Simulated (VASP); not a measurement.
Write the native input for VASP 6.6.1 that does the following.

```
Task                   : relaxation of cell and atoms
Functional             : PBE
Potentials or basis    : VASP PAW PBE potentials, release 64 (Pt, Au)
Cutoff                 : 600 eV
k mesh                 : 2 × 2 × 2, shifted
Occupations            : gaussian, width 0.1 eV
Spin                   : no spin polarisation
Dipole correction      : no
Further INCAR settings : LREAL = Auto; ALGO = Fast; EDIFF = 1e-06; ISYM = 0; IBRION = 2; EDIFFG = -0.04; NSW = 70; ISIF = 3
```

The structure of Pt9Au7 lies in POSCAR:

```
Pt9Au7
1.0
   -4.0534492800      4.0534492800     -4.0534492800
    4.0534492800      4.0534492800      4.0534492800
    4.0534492800     -4.0534492800     -4.0534492800
Pt Au
9 7
Direct
    0.5012873917      0.9957762001      0.4996366126
    0.7451289923      0.5028931847      0.7456940290
    0.2469455245      0.2496080886      0.5019486863
    0.4964618478      0.7506420989      0.7518054586
    0.7533768287      0.0008408734      0.2461322417
    0.5002587116      0.2477165791      0.2545068561
    0.0033080246      0.0050025772      0.9989764188
    0.7511271899      0.2441875605      0.0053179851
    0.5000477744      0.4975852452      0.9982983970
    0.2496949262      0.9973374378      0.7489107810
    0.9979537162      0.2519081291      0.7441138509
    0.0032088719      0.5026881973      0.5001148664
    0.7543576296      0.7559043852      0.5092579577
    0.2468303651      0.5085626254      0.2542971866
    0.0009200378      0.7509981252      0.2504903546
    0.2531616569      0.7491440129      0.0004024991
```

One way to write it, as run:

INCAR

```
SYSTEM = Pt9Au7
ALGO = Fast ; EDIFF = 1E-6
EDIFFG = -0.04 ; ENCUT = 600
GGA = PE ; IBRION = 2
ISIF = 3 ; ISMEAR = 0
ISYM = 0 ; LASPH = .TRUE.
LCHARG = .FALSE. ; LREAL = Auto
LWAVE = .FALSE. ; NELM = 100
NSW = 70 ; PREC = Accurate
SIGMA = 0.1
```

KPOINTS

```
Automatic mesh
0
Gamma
  2 2 2
  0.5 0.5 0.5
```

Potentials or basis: VASP PAW PBE potentials, release 64 (Pt, Au).

Launch:

```console
$ cat potpaw_PBE.64/Pt/POTCAR potpaw_PBE.64/Au/POTCAR > POTCAR
$ mpirun -np 1 vasp_std > vasp.out
```

Results of the run:

The relaxed volume is 16.50 Å³/atom. The relaxed cell is a = 7.010 Å, b = 6.993 Å, c = 6.988 Å, α = 110.85°, β = 109.30°, γ = 108.12° and the space group after relaxing (to 0.1 Å) is P1 (No. 1). The energy gained by relaxing is 20.4 meV/atom and the ionic steps are 11. The pressure after relaxing is 0.1 GPa. The largest force after relaxing is 0.031 eV/Å and the band gap on the k mesh is zero (an odd number of electrons rules out a gap without spin polarisation).

Caveat: the k points lie up to 0.55 Å⁻¹ apart in the final cell, too coarse for converged energies and pressures of a metal; spin-orbit coupling is left out, which moves the levels of the heavy elements.

It took 43 min on 1 thread of AMD EPYC 7R43 64-Core Processor (Zen 3), with other jobs on the host, peak memory 0.51 GiB.
